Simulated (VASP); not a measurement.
# Rb (Pnma) in VASP: electric field gradients with PBE

Aim: the electric field gradients of Rb with PBE.

All numbers are computed with VASP 6.6.1; they aren't measurements. Logs are shortened: lines on timing, memory, paths and dates and some standing lists are left out, and cuts for length are marked.

## (1) The cell of the first run

It takes space group Pnma (No. 62, orthorhombic). The conventional cell has a = 5.740 Å, b = 4.640 Å, c = 12.380 Å, α = 90.00°, β = 90.00°, γ = 90.00°. Rb (site symmetry m) has 6 Rb at 3.56 to 4.64 Å within 4.7 Å.

## (2) Electric field gradients, PBE

File INCAR:

```
SYSTEM = Rb
ALGO     = Normal         ! electronic algorithm
EDIFF    = 1E-8           ! SCF threshold, eV
ENCUT    = 520            ! plane-wave cutoff, eV
GGA      = PE             ! functional
ISIF     = 2              ! what is computed and relaxed
ISMEAR   = -1             ! smearing method
LASPH    = .TRUE.         ! aspherical terms in the spheres
LCHARG   = .FALSE.        ! write CHGCAR
LEFG     = .TRUE.       
LREAL    = .FALSE.        ! projectors in reciprocal space
LWAVE    = .FALSE.        ! write WAVECAR
NBANDS   = 26             ! bands
NELM     = 60             ! most SCF steps
PREC     = Accurate       ! precision mode
SIGMA    = 0.05           ! smearing width, eV
```

File KPOINTS:

```
k-points
0
G
  6 7 3
  0 0 0
```

File POSCAR:

```
Rb
1.0
    5.7400000000      0.0000000000      0.0000000000
    0.0000000000      4.6400000000      0.0000000000
    0.0000000000      0.0000000000     12.3800000000
Rb
4
Direct
    0.0470000000      0.2500000000      0.8930000000
    0.4530000000      0.7500000000      0.3930000000
    0.5470000000      0.2500000000      0.6070000000
    0.9530000000      0.7500000000      0.1070000000
```

Potentials or basis: VASP PAW PBE potentials, release 64 (Rb_sv).

Launch:

```bash
cat potpaw_PBE.64/Rb_sv/POTCAR > POTCAR
mpirun -np 1 vasp_std > vasp.out
```

OUTCAR:

```text
SYSTEM = Rb
   EDIFF = 1E-8
   ENCUT = 520
   GGA = PE
   ISIF = 2
   ISMEAR = -1
   LASPH = .TRUE.
   LREAL = .FALSE.
   NELM = 60
   PREC = Accurate

 ion  position               nearest neighbor table
   1  0.047  0.250  0.893-   4 3.56   4 3.56   3 4.56   3 4.56
   2  0.453  0.750  0.393-   3 3.56   3 3.56   4 4.56   4 4.56
   3  0.547  0.250  0.607-   2 3.56   2 3.56   1 4.56   1 4.56
   4  0.953  0.750  0.107-   1 3.56   1 3.56   2 4.56   2 4.56

  LATTYP: Found a simple orthorhombic cell.
 ALAT       =     4.6400000000
 B/A-ratio  =     1.2370689655
 C/A-ratio  =     2.6681034483

  Lattice vectors:

 A1 = (   0.0000000000,  -4.6400000000,   0.0000000000)
 A2 = (   5.7400000000,   0.0000000000,   0.0000000000)
 A3 = (   0.0000000000,   0.0000000000,  12.3800000000)

Analysis of symmetry for initial positions (statically):
=====================================================================
 Subroutine PRICEL returns:
 Original cell was already a primitive cell.

 Routine SETGRP: Setting up the symmetry group for a
 simple orthorhombic supercell.

 Subroutine GETGRP returns: Found  8 space group operations
 (whereof  2 operations were pure point group operations)
 out of a pool of  8 trial point group operations.

The static configuration has the point symmetry S_2 .
 The point group associated with its full space group is D_2h.

Analysis of symmetry for dynamics (positions and initial velocities):
=====================================================================
 Subroutine PRICEL returns:
 Original cell was already a primitive cell.

 Routine SETGRP: Setting up the symmetry group for a
 simple orthorhombic supercell.

 Subroutine GETGRP returns: Found  8 space group operations
 (whereof  2 operations were pure point group operations)
 out of a pool of  8 trial point group operations.

The dynamic configuration has the point symmetry S_2 .
 The point group associated with its full space group is D_2h.

 Subroutine INISYM returns: Found  8 space group operations
 (whereof  2 operations are pure point group operations),
 and found     1 'primitive' translations

----------------------------------------------------------------------------------------

[... 141 lines left out ...]

  energy without entropy =       -2.33781757  energy(sigma->0) =       -2.35149350

 E-fermi :   0.3236     XC(G=0):  -5.6784

 val. band max:        0.2916960599   @ k =   0.0000   0.1429   0.3333
 cond. band min:       0.3264777797   @ k =   0.3333   0.4286   0.3333
 fundamental gap:      0.0347817198
 Fermi energy:         0.3235924076

 k-point     1 :       0.0000    0.0000    0.0000
  band No.  band energies     occupation
      1     -29.0777      2.00000
      2     -29.0729      2.00000
      3     -28.9804      2.00000
      4     -28.9754      2.00000
      5     -13.4726      2.00000
      6     -13.4122      2.00000
[... 685 lines left out ...]
     25       2.2925      0.00000
     26       2.2925      0.00000

 [... further k-points ...]

------------------------ aborting loop because EDIFF is reached ----------------------------------------

  FORCE on cell =-STRESS in cart. coord.  units (eV):
  Direction    XX          YY          ZZ          XY          YZ          ZX
  --------------------------------------------------------------------------------------
  -------------------------------------------------------------------------------------
  Total       -1.1793313      3.8607502      4.2543455      0.0000000      0.0000000      0.0000000
  in kB       -5.7305445     18.7599542     20.6724913      0.0000000      0.0000000      0.0000000
  external PRESSURE =      11.2339670 kB  Pullay stress =       0.0000000 kB

 VOLUME and BASIS-vectors are now :
 -----------------------------------------------------------------------------
  energy-cutoff  :      520.00
  volume of cell :      329.72
      direct lattice vectors                 reciprocal lattice vectors
     5.740000000  0.000000000  0.000000000     0.174216028  0.000000000  0.000000000
     0.000000000  4.640000000  0.000000000     0.000000000  0.215517241  0.000000000
     0.000000000  0.000000000 12.380000000     0.000000000  0.000000000  0.080775444

 POSITION                                       TOTAL-FORCE (eV/Angst)
 -----------------------------------------------------------------------------------
      0.26978      1.16000     11.05534         0.202363      0.000000     -0.739961
      2.60022      3.48000      4.86534        -0.202363     -0.000000     -0.739961
      3.13978      1.16000      7.51466         0.202363     -0.000000      0.739961
      5.47022      3.48000      1.32466        -0.202363      0.000000      0.739961
 -----------------------------------------------------------------------------------
    total drift:                                0.000000      0.000000      0.000000

  FREE ENERGIE OF THE ION-ELECTRON SYSTEM (eV)
  ---------------------------------------------------
  free  energy   TOTEN  =        -2.3651694282 eV

  energy  without entropy=       -2.3378175655  energy(sigma->0) =       -2.35149350

 Electric field gradients (V/A^2)
---------------------------------------------------------------------
 ion       V_xx      V_yy      V_zz      V_xy      V_xz      V_yz
---------------------------------------------------------------------
   1     -16.292     4.358    11.934     0.000    -5.706    -0.000
   2     -16.292     4.358    11.934     0.000     5.706    -0.000
   3     -16.292     4.358    11.934    -0.000     5.706    -0.000
   4     -16.292     4.358    11.934    -0.000    -5.706     0.000
---------------------------------------------------------------------

 Electric field gradients after diagonalization (V/A^2)
 (convention: |V_zz| > |V_xx| > |V_yy|)
----------------------------------------------------------------------
 ion       V_xx      V_yy      V_zz     asymmetry (V_yy - V_xx)/ V_zz
----------------------------------------------------------------------
   1      13.044     4.358   -17.402       0.499
   2      13.044     4.358   -17.402       0.499
   3      13.044     4.358   -17.402       0.499
   4      13.044     4.358   -17.402       0.499
----------------------------------------------------------------------

           NMR quadrupolar parameters

 Cq : quadrupolar parameter    Cq=e*Q*V_zz/h
 eta: asymmetry parameters     (V_yy - V_xx)/ V_zz
 Q  : nuclear electric quadrupole moment in mb (millibarn)
----------------------------------------------------------------------
 ion       Cq(MHz)       eta       Q (mb)
----------------------------------------------------------------------
   1      -0.042       0.499       1.000
   2      -0.042       0.499       1.000
   3      -0.042       0.499       1.000
   4      -0.042       0.499       1.000
----------------------------------------------------------------------
```

Run time: 8 min. Hardware: 1 thread of AMD EPYC, shared host; peak memory 0.48 GiB.

Results:

```
Free energy                             : -2.3652 eV
Pressure                                : 1.1 GPa
Largest force                           : 0.767 eV/Å
Band gap on the k mesh                  : zero (bands 18 and 19 overlap by 1.41 eV)
Largest electric field gradient by atom : Rb -17.4 V/Å²
```

Forces in eV/Å, atoms in the order of the input:
```
Rb   0.202  0.000 -0.740
Rb  -0.202  0.000 -0.740
Rb   0.202  0.000  0.740
Rb  -0.202  0.000  0.740
```

Stress tensor (GPa, compression positive):
```
-0.57  0.00  0.00
 0.00  1.88  0.00
 0.00  0.00  2.07
```

Electric field gradients, principal values (V/Å²):
```tsv
atom	least	middle	greatest (by size)
1 Rb	4.358	13.044	-17.402
2 Rb	4.358	13.044	-17.402
3 Rb	4.358	13.044	-17.402
4 Rb	4.358	13.044	-17.402
```

Caveat: without QUAD_EFG the Cq values of the log hold for a quadrupole moment of 1 mb, not for the nuclei.
